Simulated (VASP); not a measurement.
A run of VASP 6.6.1:

Contents of INCAR:

```
SYSTEM = CdSe
PREC = Accurate
ENCUT = 520
EDIFF = 1E-7
ISMEAR = -1
SIGMA = 0.03
LREAL = .FALSE.
LASPH = .TRUE.
NELM = 80
ALGO = Normal
ISIF = 2
LWAVE = .FALSE.
LCHARG = .FALSE.
GGA = PE
NBANDS = 26
```

The input KPOINTS:

```
regular mesh
0
G
  5 5 3
  0 0 0
```

POSCAR

```
CdSe
1.0
    4.3000000000      0.0000000000      0.0000000000
   -2.1500000000      3.7239092363      0.0000000000
    0.0000000000      0.0000000000      7.0200000000
Cd Se
2 2
Direct
    0.6666666667      0.3333333333      0.5000000000
    0.3333333333      0.6666666667      0.0000000000
    0.6666666667      0.3333333333      0.8850000000
    0.3333333333      0.6666666667      0.3850000000
```

Potentials or basis: VASP PAW PBE potentials, release 64 (Cd, Se).

Run with:

```bash
$ cat potpaw_PBE.64/Cd/POTCAR potpaw_PBE.64/Se/POTCAR > POTCAR
$ mpirun -np 1 vasp_std > vasp.out
```

Hardware: 1 thread of Intel Xeon 6975P-C (shared host).

Question: How long does it take, and how much memory?

Answer: It took 39 s on 1 thread of Intel Xeon 6975P-C, with other jobs on the host, peak memory 0.23 GiB. Counts: scf iterations 15, k points 10.
